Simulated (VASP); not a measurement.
Input of a VASP 6.6.1 run:

INCAR

```
PREC = Accurate ; ENCUT = 600
EDIFF = 1E-7 ; ISMEAR = -1
SIGMA = 0.08 ; LREAL = F
LASPH = T ; NELM = 60
ALGO = Normal ; ISIF = 3
LWAVE = F ; LCHARG = F
GGA = PS ; IBRION = 2
NSW = 60 ; EDIFFG = -0.005
```

KPOINTS

```
Automatic mesh
0
Gamma
  17 17 17
```

Contents of POSCAR:

```
Ta
1.0
    0.0000000000      2.0686577528      2.0686577528
    2.0686577528      0.0000000000      2.0686577528
    2.0686577528      2.0686577528      0.0000000000
Ta
1
Direct
    0.0000000000      0.0000000000      0.0000000000
```

Potentials or basis: VASP PAW PBE potentials, release 64 (Ta_pv).

Launch:

```sh
$ cat potpaw_PBE.64/Ta_pv/POTCAR > POTCAR
$ mpirun -np 1 vasp_std > vasp.out
```

**Question.** Estimate the relaxed volume.

**Answer.** 18.22 Å³/atom.

**Question.** Predict the relaxed cell.

**Answer.** a = 2.954 Å, b = 2.954 Å, c = 2.954 Å, α = 60.00°, β = 60.00°, γ = 60.00°.

**Question.** Estimate the space group after relaxing (to 0.1 Å).

**Answer.** Fm-3m (No. 225).

The path:
```tsv
step	energy change (eV)	largest force (eV/Å)	pressure (GPa)	volume (Å³)
1	0.0000	0.0000	6.21	17.70
2	0.0431	0.0000	-12.34	19.52
3	-0.0098	0.0000	-0.14	18.24
4	-0.0098	0.0000	0.00	18.22
```

Caveat: the PAW data sets were made with another functional, which shifts forces and pressure a little.
